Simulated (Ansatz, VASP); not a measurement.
## Two plane-wave programs on GaSb

```xyz
2
Lattice="0.0000 3.0283 3.0283 3.0283 0.0000 3.0283 3.0283 3.0283 0.0000" Properties=species:S:1:pos:R:3 pbc="T T T"
Ga    0.0000    0.0000    0.0000
Sb    1.5142    1.5142    1.5142
```

Alike in both runs: task single point; functional PBEsol; k mesh 6 × 6 × 6; occupations gaussian, width 0.05 eV; no spin polarisation.

```csv
,VASP,Ansatz
version,VASP 6.6.1,Ansatz 0.2.0
potentials or method,"VASP PAW PBE potentials, release 64 (Ga_d, Sb), cutoff 500 eV","scalar-relativistic, plane waves, PAW"
valence electrons in the cell,18,28
```

|  | VASP | Ansatz | Ansatz less VASP |
| --- | --- | --- | --- |
| gap on the k mesh at the Fermi level (eV) | 0.21 | 0.19 | -0.014 |
| least direct gap on the mesh (eV) | 0.21 | 0.19 | -0.014 |
| pressure (GPa) | 1.5 | 1.4 | -0.10 |

VASP's potentials were made for PBE, not for PBEsol. VASP's potentials hold 18 valence electrons a cell and Ansatz's 28, so a difference there can come from the potentials and not from the codes.

Spin-orbit coupling is off throughout.
